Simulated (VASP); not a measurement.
Write the native input for VASP 6.6.1 that does the following.

| Item | Value |
| --- | --- |
| Task | single point |
| Functional | PBEsol |
| Potentials or basis | VASP PAW PBE potentials, release 64 (Cs_sv) |
| Cutoff | 500 eV |
| k mesh | 4 × 4 × 4 |
| Occupations | fermi-dirac, width 0.1 eV |
| Spin | no spin polarisation |
| Dipole correction | no |
| Further INCAR settings | ALGO = Normal; EDIFF = 1e-06; NBANDS = 16 |

The structure of Cs lies in POSCAR:

```
Cs
1.0
    0.0000000000      5.5174043729      5.5174043729
    5.5174043729      0.0000000000      5.5174043729
    5.5174043729      5.5174043729      0.0000000000
Cs
2
Direct
    1.0000000000      1.0000000000      1.0000000000
    0.2500000000      0.2500000000      0.2500000000
```

This isn't the form of Cs at room conditions, which is bcc.

One way to write it, as run:

INCAR

```
SYSTEM = Cs
PREC = Accurate
ENCUT = 500
EDIFF = 1E-6
ISMEAR = -1
SIGMA = 0.1
LREAL = .FALSE.
LASPH = .TRUE.
NELM = 120
ALGO = Normal
ISIF = 2
LWAVE = .FALSE.
LCHARG = .FALSE.
GGA = PS
NBANDS = 16
GGA_COMPAT = .FALSE.
```

KPOINTS

```
regular mesh
0
G
  4 4 4
  0 0 0
```

Potentials or basis: VASP PAW PBE potentials, release 64 (Cs_sv).

Launch:

```console
$ cat potpaw_PBE.64/Cs_sv/POTCAR > POTCAR
$ mpirun -np 1 vasp_std > vasp.out
```

Results of the run:

```
Pressure               : 0.0 GPa
Band gap on the k mesh : zero (bands 9 and 10 overlap by 0.12 eV)
```

Caveat: the PAW data sets were made with another functional, which shifts forces and pressure a little; spin-orbit coupling is left out, which moves the levels of the heavy elements.

Run time: 80 s on 1 thread of Intel(R) Xeon(R) Platinum 8375C CPU @ 2.90GHz (Ice Lake), with other jobs on the host, peak memory 0.45 GiB.
